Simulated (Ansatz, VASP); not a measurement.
# AlSn: VASP beside Ansatz

```xyz
2
Lattice="4.1981 0.0000 0.0000 -2.0991 3.6357 0.0000 0.0000 0.0000 3.3068" Properties=species:S:1:pos:R:3 pbc="T T T"
Al    0.0000    0.0000    0.0000
Sn    0.0000    2.4238    1.6534
```

Alike in both runs: task single point; functional PBE; k mesh 3 × 3 × 2; occupations gaussian, width 0.1 eV; no spin polarisation.

|  | VASP | Ansatz |
| --- | --- | --- |
| version | VASP 6.6.1 | Ansatz 0.2.0 |
| potentials or method | VASP PAW PBE potentials, release 64 (Al, Sn_d), cutoff 500 eV | scalar-relativistic, plane waves, PAW |
| valence electrons in the cell | 17 | 17 |

```tsv
	VASP	Ansatz	Ansatz less VASP
gap on the k mesh at the Fermi level (eV)	none	none	-
pressure (GPa)	-1.1	-1.0	+0.05
traceless stress, the component that is largest in VASP (GPa)	-6.29	-6.29	-0.001
```

A gap of «none» marks a metal or a gap that the smearing closes. With one functional, cell and mesh, what is left measures potentials, basis and numerics.

The k mesh is coarse, so the values compare programs but aren't converged.
